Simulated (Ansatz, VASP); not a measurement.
# Two plane-wave programs on GaN

The input POSCAR:

```
GaN
1.0
    0.0000000000      2.2489367689      2.2152027174
    2.2489367689      0.0000000000      2.2152027174
    2.2489367689      2.2489367689      0.0000000000
Ga N
1 1
Direct
    0.0000000000      0.0000000000      0.0000000000
    0.7500000000      0.7500000000      0.7500000000
```

Contents of INCAR.step1:

```
PREC = Accurate ; ENCUT = 520
ISMEAR = 0 ; SIGMA = 0.05
LREAL = False ; LASPH = True
NELM = 100 ; NBANDS = 16
GGA = PE ; ALGO = Normal
EDIFF = 1E-4 ; LWAVE = True
LCHARG = False
```

INCAR.step2

```
PREC = Accurate ; ENCUT = 520
EDIFF = 1E-6 ; ISMEAR = 0
SIGMA = 0.05 ; LREAL = False
LASPH = True ; NELM = 100
ALGO = Normal ; ISIF = 2
LWAVE = False ; LCHARG = True
METAGGA = R2SCAN ; LMIXTAU = True
LELF = True ; LVHAR = True
NBANDS = 16 ; ISTART = 1
```

KPOINTS

```
Automatic mesh
0
Gamma
  10 10 10
```

Input for Ansatz:

```yaml
crystal:
  lattice:
    - [0.0, 2.2489367689, 2.2152027174]
    - [2.2489367689, 0.0, 2.2152027174]
    - [2.2489367689, 2.2489367689, 0.0]
  atoms:
    - { symbol: Ga, position: [0.0, 0.0, 0.0] }
    - { symbol: "N", position: [0.75, 0.75, 0.75] }
basis:
  ecutwfc: 500
kpoints:
  mp_grid: { grid: [10, 10, 10] }
hamiltonian:
  xc: r2scan
scf:
  occupations: { method: gaussian, width: 0.05 }
output:
  forces: true
  stress: true
  eigenvalues: true
  write_density: true
  write_potential: true
  elf: true
  volumetric_format: npy
```

Change from the starting cell: strain +0.000 along x and y, -0.015 along z, atoms carried along.

Alike in both runs: task single point; functional r2SCAN; k mesh 10 × 10 × 10; occupations gaussian, width 0.05 eV; no spin polarisation.

|  | VASP | Ansatz |
| --- | --- | --- |
| version | VASP 6.6.1 | Ansatz 0.2.0 |
| potentials or method | VASP PAW PBE potentials, release 64 (Ga_d, N), cutoff 520 eV | scalar-relativistic, plane waves, PAW |
| valence electrons in the cell | 18 | 18 |

VASP gave:

| Item | Value |
| --- | --- |
| gap on the k mesh at the Fermi level (eV) | 2.21 |
| least direct gap on the mesh (eV) | 2.21 |
| pressure (GPa) | 4.2 |
| traceless stress, the component that is largest in VASP (GPa) | 1.27 |

Task: Which values does Ansatz return?

Result: gap on the k mesh at the Fermi level (eV): 2.22; least direct gap on the mesh (eV): 2.22; pressure (GPa): 3.1; traceless stress, the component that is largest in VASP (GPa): 1.26.

VASP's potentials were made for PBE, not for r2SCAN. With one functional, cell and mesh, what is left measures potentials, basis and numerics.
